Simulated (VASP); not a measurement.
The system is MgO.

```
Mg O
1.0
     0.00000    2.13515    2.13515
     2.13515    0.00000    2.13515
     2.13515    2.13515    0.00000
Mg O
1 1
Direct
  0.00000 0.00000 0.00000
  0.50000 0.50000 0.50000
```

Base run:

* Program: VASP 6.6.1
* Functional: revPBE
* Potentials or basis: VASP PAW PBE potentials, release 64 (Mg, O)
* Cutoff: 520 eV
* k mesh: 10 × 10 × 10
* Occupations: gaussian, width 0.05 eV
* Spin: no spin polarisation

Its results: band gap on the k mesh 4.42 eV, direct; pressure 1.0 GPa.

Q: The run is repeated on the same cell with these changes: functional from revPBE to r2SCAN; dispersion from none to D3(BJ). What comes out?

A: Band gap on the k mesh 5.20 eV, direct; pressure -10.4 GPa.

Several settings changed at once, so the effect can't be laid on one alone.

Caveats: the PAW data sets were made with another functional, which shifts forces and pressure a little; three body term missing (some runs).

